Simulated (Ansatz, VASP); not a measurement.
One calculation of TaF3, two programs

Contents of INCAR:

```
  ALGO = Normal
  EDIFF = 1E-6
  ENCUT = 520
  GGA = PE
  ISIF = 2
  ISMEAR = 0
  LASPH = True
  LCHARG = True
  LELF = True
  LREAL = False
  LVHAR = True
  LWAVE = False
  NBANDS = 24
  NELM = 100
  PREC = Accurate
  SIGMA = 0.15
```

Contents of KPOINTS:

```
k-points
0
Gamma
  12 12 12
```

Contents of POSCAR:

```
TaF3
1.0
    3.9597180000      0.0000000000      0.0000000000
    0.0000000000      3.9597180000      0.0000000000
    0.0000000000      0.0000000000      4.0182360000
Ta F
1 3
Direct
    0.0000000000      0.0000000000      0.0000000000
    0.5000000000      0.0000000000      0.0000000000
    0.0000000000      0.5000000000      0.0000000000
    0.0000000000      0.0000000000      0.5000000000
```

Input for Ansatz:

```yaml
crystal:
  lattice:
    - [3.959718, 0.0, 0.0]
    - [0.0, 3.959718, 0.0]
    - [0.0, 0.0, 4.018236]
  atoms:
    - { symbol: Ta, position: [0.0, 0.0, 0.0] }
    - { symbol: F, position: [0.5, 0.0, 0.0] }
    - { symbol: F, position: [0.0, 0.5, 0.0] }
    - { symbol: F, position: [0.0, 0.0, 0.5] }
basis:
  ecutwfc: 420
kpoints:
  mp_grid: { grid: [12, 12, 12] }
hamiltonian:
  xc: pbe
scf:
  occupations: { method: gaussian, width: 0.15 }
output:
  forces: true
  stress: true
  eigenvalues: true
  write_density: true
  write_potential: true
  elf: true
  volumetric_format: npy
```

Change from the starting cell: strain +0.015 along x and y, +0.030 along z, atoms carried along.

Alike in both runs: task single point; functional PBE; k mesh 12 × 12 × 12; occupations gaussian, width 0.15 eV; no spin polarisation.

|  | VASP | Ansatz |
| --- | --- | --- |
| version | VASP 6.6.1 | Ansatz 0.2.0 |
| potentials or method | VASP PAW PBE potentials, release 64 (Ta_pv, F), cutoff 520 eV | scalar-relativistic, plane waves, PAW |
| valence electrons in the cell | 32 | 34 |

|  | VASP | Ansatz | Ansatz less VASP |
| --- | --- | --- | --- |
| gap on the k mesh at the Fermi level (eV) | none | none | - |
| pressure (GPa) | 14.7 | 14.5 | -0.25 |
| traceless stress, the component that is largest in VASP (GPa) | -3.40 | -3.35 | +0.054 |

A gap of «none» marks a metal or a gap that the smearing closes. VASP's potentials hold 32 valence electrons a cell and Ansatz's 34, so a difference there can come from the potentials and not from the codes.

Neither program's run includes spin-orbit coupling.
